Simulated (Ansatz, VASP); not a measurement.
This is a calculation of GaAs for Ansatz 0.2.0.

Contents of input:

```
crystal:
  lattice:
    - [-1.88077396, 1.88077396, 3.02585088]
    - [1.88077396, -1.88077396, 3.02585088]
    - [1.88077396, 1.88077396, -3.02585088]
  atoms:
    - { symbol: Ga, position: [0.0, 0.0, 0.0] }
    - { symbol: As, position: [0.5, 0.5, 0.0] }
hamiltonian:
  xc: r2scan50
  pseudopotentials: { kind: paw }
kpoints:
  mp_grid: { grid: [5, 5, 5] }
scf:
  occupations: { method: fermi_dirac, width: 0.05 }
output:
  forces: true
  stress: true
  eigenvalues: true
```

Question: Translate it to VASP 6.6.1. Potentials there: VASP PAW PBE potentials, release 64 (Ga_d, As).

Answer: As run (the cutoff follows the program's own potentials):

File POSCAR:

```
GaAs
1.0
   -1.8807739600      1.8807739600      3.0258508800
    1.8807739600     -1.8807739600      3.0258508800
    1.8807739600      1.8807739600     -3.0258508800
Ga As
1 1
Direct
    0.0000000000      0.0000000000      0.0000000000
    0.5000000000      0.5000000000      0.0000000000
```

File INCAR.step1:

```
SYSTEM = GaAs
ALGO     = Normal         ! electronic algorithm
EDIFF    = 1E-5           ! SCF threshold, eV
ENCUT    = 440            ! plane-wave cutoff, eV
GGA      = PE             ! functional
GGA_COMPAT= .FALSE.      
ISIF     = 2              ! what is computed and relaxed
ISMEAR   = -1             ! smearing method
LASPH    = .TRUE.         ! aspherical terms in the spheres
LCHARG   = .FALSE.        ! write CHGCAR
LREAL    = .FALSE.        ! projectors in reciprocal space
LWAVE    = .TRUE.         ! write WAVECAR
NBANDS   = 16             ! bands
NELM     = 120            ! most SCF steps
PREC     = Accurate       ! precision mode
SIGMA    = 0.05           ! smearing width, eV
```

INCAR.step2

```
SYSTEM = GaAs
AEXX     = 0.5            ! exact-exchange fraction
ALGO     = Normal         ! electronic algorithm
EDIFF    = 1E-6           ! SCF threshold, eV
ENCUT    = 440            ! plane-wave cutoff, eV
GGA_COMPAT= .FALSE.      
ISIF     = 2              ! what is computed and relaxed
ISMEAR   = -1             ! smearing method
ISTART   = 1            
LASPH    = .TRUE.         ! aspherical terms in the spheres
LCHARG   = .FALSE.        ! write CHGCAR
LHFCALC  = .TRUE.         ! exact exchange
LMIXTAU  = .TRUE.       
LREAL    = .FALSE.        ! projectors in reciprocal space
LWAVE    = .FALSE.        ! write WAVECAR
METAGGA  = R2SCAN         ! meta-GGA
NBANDS   = 16             ! bands
NELM     = 120            ! most SCF steps
PREC     = Accurate       ! precision mode
PRECFOCK = Normal       
SIGMA    = 0.05           ! smearing width, eV
```

File KPOINTS:

```
k-points
0
G
  5 5 5
  0 0 0
```

Potentials or basis: VASP PAW PBE potentials, release 64 (Ga_d, As).

Launch:

```bash
$ cat potpaw_PBE.64/Ga_d/POTCAR potpaw_PBE.64/As/POTCAR > POTCAR
$ cp INCAR.step1 INCAR
$ mpirun -np 1 vasp_std > vasp.out
$ cp INCAR.step2 INCAR
$ mpirun -np 1 vasp_std > vasp.out
```

Both were run:

|  | VASP | Ansatz | Ansatz less VASP |
| --- | --- | --- | --- |
| gap on the k mesh at the Fermi level (eV) | none | none | - |
| pressure (GPa) | -9.1 | -8.5 | +0.64 |
| traceless stress, the component that is largest in VASP (GPa) | -2.29 | -2.42 | -0.135 |

VASP's potentials were made for PBE, not for r2SCAN50. A gap of «none» marks a metal or a gap that the smearing closes. With one functional, cell and mesh, what is left measures potentials, basis and numerics. VASP's potentials hold 18 valence electrons a cell and Ansatz's 28, so a difference there can come from the potentials and not from the codes.

The k mesh is coarse, so the values compare programs but aren't converged.
